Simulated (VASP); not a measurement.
Here is a VASP 6.6.1 calculation.

Contents of POSCAR:

```
MgO
1.0
    3.4841042127      0.0000000000      0.0000000000
   -1.7420521064      3.0173227576      0.0000000000
    0.0000000000      0.0000000000      4.2589371286
Mg O
2 2
Direct
    0.6666666667      0.3333333333      0.7500000000
    0.3333333333      0.6666666667      0.2500000000
    0.6666666667      0.3333333333      0.2500000000
    0.3333333333      0.6666666667      0.7500000000
```

Contents of INCAR.step1:

```
SYSTEM = MgO
PREC = Accurate ; ENCUT = 520
ISMEAR = 0 ; SIGMA = 0.05
LREAL = .False. ; LASPH = .True.
NELM = 100 ; NBANDS = 16
GGA = PE ; ALGO = Normal
EDIFF = 1E-4 ; LWAVE = .True.
LCHARG = .False.
```

INCAR.step2

```
SYSTEM = MgO
PREC = Accurate ; ENCUT = 520
EDIFF = 1E-6 ; ISMEAR = 0
SIGMA = 0.05 ; LREAL = .False.
LASPH = .True. ; NELM = 100
ALGO = Normal ; ISIF = 2
LWAVE = .False. ; LCHARG = .False.
METAGGA = R2SCAN ; LMIXTAU = .True.
NBANDS = 16 ; ISTART = 1
```

File KPOINTS:

```
regular mesh
0
Gamma
  6 6 6
  0 0 0
```

Potentials or basis: VASP PAW PBE potentials, release 64 (Mg, O).

The run is started by

```console
$ cat potpaw_PBE.64/Mg/POTCAR potpaw_PBE.64/O/POTCAR > POTCAR
$ cp INCAR.step1 INCAR
$ mpirun -np 1 vasp_std > vasp.out
$ cp INCAR.step2 INCAR
$ mpirun -np 1 vasp_std > vasp.out
```

What does it give for the pressure?

-3.1 GPa.

What does it give for the band gap on the k mesh?

3.97 eV.

Stress tensor (GPa, compression positive):
```
-2.01  0.00  0.00
 0.00 -2.01  0.00
 0.00  0.00 -5.28
```

Caveat: the cell differs from its parent crystal (strain +0.0175 x Voigt [0, 0, 1, 0, 0, 0]); the cell stands under tension; the PAW data sets were made with another functional, which shifts forces and pressure a little.
